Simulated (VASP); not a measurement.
Crystal: AlN.

```
CELL_PARAMETERS angstrom
3.33405 0.00000 0.00000
-1.66703 2.88737 0.00000
0.00000 0.00000 4.21530
ATOMIC_POSITIONS crystal
Al 0.66667 0.33333 0.25000
Al 0.33333 0.66667 0.75000
N 0.66667 0.33333 0.75000
N 0.33333 0.66667 0.25000
```

Program: VASP 6.6.1. Alike in all runs: task single point; no spin polarisation; cell as given; k mesh 9 × 9 × 7; cutoff (eV) 520; smearing fermi-dirac 0.05 eV.

Task: Order these runs on this cell by their pressure, lowest first.
A. level PBEsol; potentials or basis VASP PAW PBE potentials, release 64 (Al, N)
B. level LDA; potentials or basis VASP PAW LDA potentials, release 64 (Al, N)
C. level r2SCAN; potentials or basis VASP PAW PBE potentials, release 64 (Al, N)

Result: B (-11.9 GPa), C (-9.5 GPa), A (-7.4 GPa).

Caveats: the PAW data sets were made with another functional, which shifts forces and pressure a little (some runs).
